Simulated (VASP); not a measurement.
# CdTe (F-43m) in VASP: further runs

CdTe is run at these levels: PBE; tasks: electric field gradients.

All numbers are computed with VASP 6.6.1; they aren't measurements. Logs are shortened: lines on timing, memory, paths and dates and some standing lists are left out, and cuts for length are marked.

## (1) The cell of the first run

It takes space group F-43m (No. 216, cubic). The conventional cell has a = 6.410 Å, b = 6.410 Å, c = 6.410 Å, α = 90.00°, β = 90.00°, γ = 90.00°. Cd (site symmetry -43m) has 4 Te at 2.78 Å within 3.7 Å. Te (site symmetry -43m) has 4 Cd at 2.78 Å within 3.7 Å.

## (2) Electric field gradients, PBE

File INCAR:

```
SYSTEM = CdTe
PREC = Accurate ; ENCUT = 520
EDIFF = 1E-8 ; ISMEAR = -1
SIGMA = 0.08 ; LREAL = .FALSE.
LASPH = .TRUE. ; NELM = 60
ALGO = Normal ; ISIF = 2
LWAVE = .FALSE. ; LCHARG = .FALSE.
GGA = PE ; LEFG = .TRUE.
NBANDS = 16
```

File KPOINTS:

```
Automatic mesh
0
G
  9 9 9
  0 0 0
```

File POSCAR:

```
CdTe
1.0
    0.0000000000      3.2050000000      3.2050000000
    3.2050000000      0.0000000000      3.2050000000
    3.2050000000      3.2050000000      0.0000000000
Cd Te
1 1
Direct
    0.0000000000      0.0000000000      0.0000000000
    0.7500000000      0.7500000000      0.7500000000
```

Potentials or basis: VASP PAW PBE potentials, release 64 (Cd, Te).

The run is started by

```bash
> cat potpaw_PBE.64/Cd/POTCAR potpaw_PBE.64/Te/POTCAR > POTCAR
> mpirun -np 1 vasp_std > vasp.out
```

OUTCAR:

```text
SYSTEM = CdTe
   PREC = Accurate
   ENCUT = 520
   EDIFF = 1E-8
   ISMEAR = -1
   LREAL = .FALSE.
   LASPH = .TRUE.
   NELM = 60
   ISIF = 2
   GGA = PE

 ion  position               nearest neighbor table
   1  0.000  0.000  0.000-   2 2.78   2 2.78   2 2.78   2 2.78
   2  0.750  0.750  0.750-   1 2.78   1 2.78   1 2.78   1 2.78

  LATTYP: Found a face centered cubic cell.
 ALAT       =     6.4100000000

  Lattice vectors:

 A1 = (   0.0000000000,   3.2050000000,   3.2050000000)
 A2 = (   3.2050000000,   0.0000000000,   3.2050000000)
 A3 = (   3.2050000000,   3.2050000000,   0.0000000000)

Analysis of symmetry for initial positions (statically):
=====================================================================
 Subroutine PRICEL returns:
 Original cell was already a primitive cell.

 Routine SETGRP: Setting up the symmetry group for a
 face centered cubic supercell.

 Subroutine GETGRP returns: Found 24 space group operations
 (whereof 24 operations were pure point group operations)
 out of a pool of 48 trial point group operations.

The static configuration has the point symmetry T_d .

Analysis of symmetry for dynamics (positions and initial velocities):
=====================================================================
 Subroutine PRICEL returns:
 Original cell was already a primitive cell.

 Routine SETGRP: Setting up the symmetry group for a
 face centered cubic supercell.

 Subroutine GETGRP returns: Found 24 space group operations
 (whereof 24 operations were pure point group operations)
 out of a pool of 48 trial point group operations.

The dynamic configuration has the point symmetry T_d .

 Subroutine INISYM returns: Found 24 space group operations
 (whereof 24 operations are pure point group operations),
 and found     1 'primitive' translations

----------------------------------------------------------------------------------------

                                     Primitive cell

  volume of cell :      65.8437

  direct lattice vectors                    reciprocal lattice vectors
     0.000000000  3.205000000  3.205000000    -0.156006240  0.156006240  0.156006240
     3.205000000  0.000000000  3.205000000     0.156006240 -0.156006240  0.156006240
     3.205000000  3.205000000  0.000000000     0.156006240  0.156006240 -0.156006240

  length of vectors
     4.532554467  4.532554467  4.532554467     0.270210734  0.270210734  0.270210734

  position of ions in fractional coordinates (direct lattice)
     0.000000000  0.000000000  0.000000000
     0.750000000  0.750000000  0.750000000

  ion indices of the primitive-cell ions
   primitive index   ion index
                 1           1
                 2           2

----------------------------------------------------------------------------------------

 KPOINTS: Automatic mesh

Automatic generation of k-mesh.
 Grid dimensions read from file:
 generate k-points for:    9    9    9

 Generating k-lattice:

  Cartesian coordinates                     Fractional coordinates (reciprocal lattice)
    -0.017334027  0.017334027  0.017334027     0.111111111  0.000000000  0.000000000
     0.017334027 -0.017334027  0.017334027     0.000000000  0.111111111  0.000000000
     0.017334027  0.017334027 -0.017334027     0.000000000  0.000000000  0.111111111

  Length of vectors
     0.030023415  0.030023415  0.030023415

  Shift w.r.t. Gamma in fractional coordinates (k-lattice)
     0.000000000  0.000000000  0.000000000

 Subroutine IBZKPT returns following result:
 ===========================================

 Found     35 irreducible k-points:

 Following reciprocal coordinates:
            Coordinates               Weight
  0.000000  0.000000  0.000000      1.000000
  0.111111  0.000000  0.000000      8.000000
  0.222222  0.000000  0.000000      8.000000
  0.333333  0.000000  0.000000      8.000000
  0.444444  0.000000  0.000000      8.000000
  0.111111  0.111111  0.000000      6.000000
[... 16 lines left out ...]
 -0.333333  0.333333  0.000000     12.000000
  0.444444  0.444444  0.000000      6.000000
 [... further k-points ...]
   k-points           NKPTS =     35   k-points in BZ     NKDIM =     35   number of bands    NBANDS=     16
   number of dos      NEDOS =    301   number of ions     NIONS =      2
   total plane-waves  NPLWV =  46656
   dimension x,y,z NGX =    36 NGY =   36 NGZ =   36
   dimension x,y,z NGXF=    72 NGYF=   72 NGZF=   72
   ions per type =               1   1
   NGX,Y,Z   is equivalent  to a cutoff of  13.20, 13.20, 13.20 a.u.
   NGXF,Y,Z  is equivalent  to a cutoff of  26.41, 26.41, 26.41 a.u.
 SYSTEM =  CdTe
   PREC   = accura    normal or accurate (medium, high low for compatibility)
   ISTART =      0    job   : 0-new  1-cont  2-samecut
   ICHARG =      2    charge: 1-file 2-atom 10-const
   ISPIN  =      1    spin polarized calculation?
   LNONCOLLINEAR =      F non collinear calculations
   LSORBIT =      F    spin-orbit coupling
   LASPH  =      T    aspherical Exc in radial PAW
   ENCUT  =  520.0 eV  38.22 Ry    6.18 a.u.   8.43  8.43  8.43*2*pi/ulx,y,z
   NELM   =     60;   NELMIN=  2; NELMDL= -5     # of ELM steps
   EDIFF  = 0.1E-07   stopping-criterion for ELM
   LREAL  =      F    real-space projection
   EDIFFG = 0.1E-06   stopping-criterion for IOM
   NSW    =      0    number of steps for IOM
   IBRION =     -1    ionic relax: 0-MD 1-quasi-New 2-CG
   NFREE  =      0    steps in history (QN), initial steepest desc. (CG)
   ISIF   =      2    stress and relaxation
   ISYM   =      2    0-nonsym 1-usesym 2-fastsym
   POTIM  = 0.5000    time-step for ionic-motion
   TEBEG  =    0.0;   TEEND  =   0.0 temperature during run
   PSTRESS=    0.0 pullay stress
   NELECT =      18.0000    total number of electrons
   NUPDOWN=      -1.0000    fix difference up-down
   EMIN   =  10.00;   EMAX   =-10.00  energy-range for DOS
   EFERMI =   0.00;   METHOD = LEGACY
   ISMEAR =    -1;   SIGMA  =   0.08  broadening in eV -4-tet -1-fermi 0-gaus
   EFERMI_NEDOS =   21; number of points for ismear=-14 and -15
   IALGO  =     38    algorithm
   IMIX   =      4    mixing-type and parameters
     AMIX     =   0.40;   BMIX     =  1.00
     AMIX_MAG =   1.60;   BMIX_MAG =  1.00
  volume/ion in A,a.u.               =      32.92       222.17
  Fermi-wavevector in a.u.,A,eV,Ry     =   1.062497  2.007828 15.359610  1.128899
  Thomas-Fermi vector in A             =   2.197950
   LORBIT       =      0    0 simple, 1 ext, 2 COOP (PROOUT), +10 PAW based schemes
   GGA     = PE    functional components
   LHFCALC =     F    Hartree Fock is set to
   AEXX    =    0.0000 exact exchange contribution
   IVDW    =     0    specifies the selected vdW correction
   LEPSILON=     F    determine dielectric tensor
   LRPA    =     F    only Hartree local field effects (RPA)
 non-spin polarized calculation
  energy-cutoff  :      520.00
  volume of cell :       65.84
 maximum number of plane-waves:      1807
 NGX is ok and might be reduce to    36
   NGX = 17   NGY = 17   NGZ = 17

 number of electron      17.9999995 magnetization

 Free energy of the ion-electron system (eV)
  ---------------------------------------------------
  ext. energy  EPLUGINS =         0.00000000
  ---------------------------------------------------
  free energy    TOTEN  =        -4.72728127 eV

  energy without entropy =       -4.72724208  energy(sigma->0) =       -4.72726167

 E-fermi :   3.1787     XC(G=0):  -8.7321

 val. band max:        2.6541528805   @ k =   0.0000   0.0000   0.0000
 cond. band min:       3.5278166268   @ k =   0.0000   0.0000   0.0000
 fundamental gap:      0.8736637463
 Fermi energy:         3.1786678936

 k-point     1 :       0.0000    0.0000    0.0000
  band No.  band energies     occupation
      1      -8.7145      2.00000
      2      -5.7521      2.00000
      3      -5.7521      2.00000
      4      -5.7521      2.00000
      5      -5.4661      2.00000
      6      -5.4661      2.00000
[... 8 lines left out ...]
     15      12.0692      0.00000
     16      12.0692      0.00000

 k-point     2 :       0.1111    0.0000    0.0000
  band No.  band energies     occupation
      1      -8.6643      2.00000
      2      -5.7423      2.00000
      3      -5.7423      2.00000
      4      -5.7152      2.00000
      5      -5.4670      2.00000
      6      -5.4670      2.00000
[... 8 lines left out ...]
     15      11.4021      0.00000
     16      11.4021      0.00000
[... 387 lines left out ...]
      5      -5.4613      2.00000
      6      -4.9200      2.00000
[... 8 lines left out ...]
     15      11.7046      0.00000
     16      14.9856      0.00000

 k-point    24 :       0.4444    0.4444    0.0000
  band No.  band energies     occupation
      1      -8.1724      2.00000
      2      -5.5840      2.00000
      3      -5.5773      2.00000
      4      -5.5773      2.00000
      5      -5.4337      2.00000
      6      -4.9871      2.00000
[... 8 lines left out ...]
     15      13.4358      0.00000
     16      14.6925      0.00000

 [... further k-points ...]
[... 5 lines left out ...]
  --------------------------------------------------------------------------------------
  -------------------------------------------------------------------------------------
  Total        1.8051451      1.8051451      1.8051451     -0.0000000      0.0000000     -0.0000000
  in kB       43.9246791     43.9246791     43.9246791     -0.0000000      0.0000000     -0.0000000
  external PRESSURE =      43.9246791 kB  Pullay stress =       0.0000000 kB

 VOLUME and BASIS-vectors are now :
 -----------------------------------------------------------------------------
  energy-cutoff  :      520.00
  volume of cell :       65.84
      direct lattice vectors                 reciprocal lattice vectors
     0.000000000  3.205000000  3.205000000    -0.156006240  0.156006240  0.156006240
     3.205000000  0.000000000  3.205000000     0.156006240 -0.156006240  0.156006240
     3.205000000  3.205000000  0.000000000     0.156006240  0.156006240 -0.156006240

 POSITION                                       TOTAL-FORCE (eV/Angst)
 -----------------------------------------------------------------------------------
      0.00000      0.00000      0.00000         0.000000     -0.000000     -0.000000
      4.80750      4.80750      4.80750        -0.000000      0.000000      0.000000
 -----------------------------------------------------------------------------------
    total drift:                                0.000000      0.000000      0.000000

  FREE ENERGIE OF THE ION-ELECTRON SYSTEM (eV)
  ---------------------------------------------------
  free  energy   TOTEN  =        -4.7272812677 eV

  energy  without entropy=       -4.7272420778  energy(sigma->0) =       -4.72726167

 Electric field gradients (V/A^2)
---------------------------------------------------------------------
 ion       V_xx      V_yy      V_zz      V_xy      V_xz      V_yz
---------------------------------------------------------------------
   1      -0.000    -0.000    -0.000     0.001     0.001     0.001
   2       0.000     0.000     0.000    -0.000    -0.000    -0.000
---------------------------------------------------------------------

 Electric field gradients after diagonalization (V/A^2)
 (convention: |V_zz| > |V_xx| > |V_yy|)
----------------------------------------------------------------------
 ion       V_xx      V_yy      V_zz     asymmetry (V_yy - V_xx)/ V_zz
----------------------------------------------------------------------
   1      -0.001    -0.001     0.002       0.000
   2       0.000     0.000    -0.000       0.000
----------------------------------------------------------------------

           NMR quadrupolar parameters

 Cq : quadrupolar parameter    Cq=e*Q*V_zz/h
 eta: asymmetry parameters     (V_yy - V_xx)/ V_zz
 Q  : nuclear electric quadrupole moment in mb (millibarn)
----------------------------------------------------------------------
 ion       Cq(MHz)       eta       Q (mb)
----------------------------------------------------------------------
   1       0.000       0.000       1.000
   2      -0.000       0.000       1.000
----------------------------------------------------------------------
```

Wall time 25 s (1 thread of Intel Xeon 6975P-C (Granite Rapids), shared host); peak memory 0.22 GiB.

What came out:

| Quantity | Value |
| --- | --- |
| Free energy | -4.7273 eV |
| Pressure | 4.4 GPa |
| Band gap on the k mesh | 0.87 eV, direct |

Caveat: without QUAD_EFG the Cq values of the log hold for a quadrupole moment of 1 mb, not for the nuclei; spin-orbit coupling is left out, which moves the levels of the heavy elements.

(Part 1 of 2 ends here.)
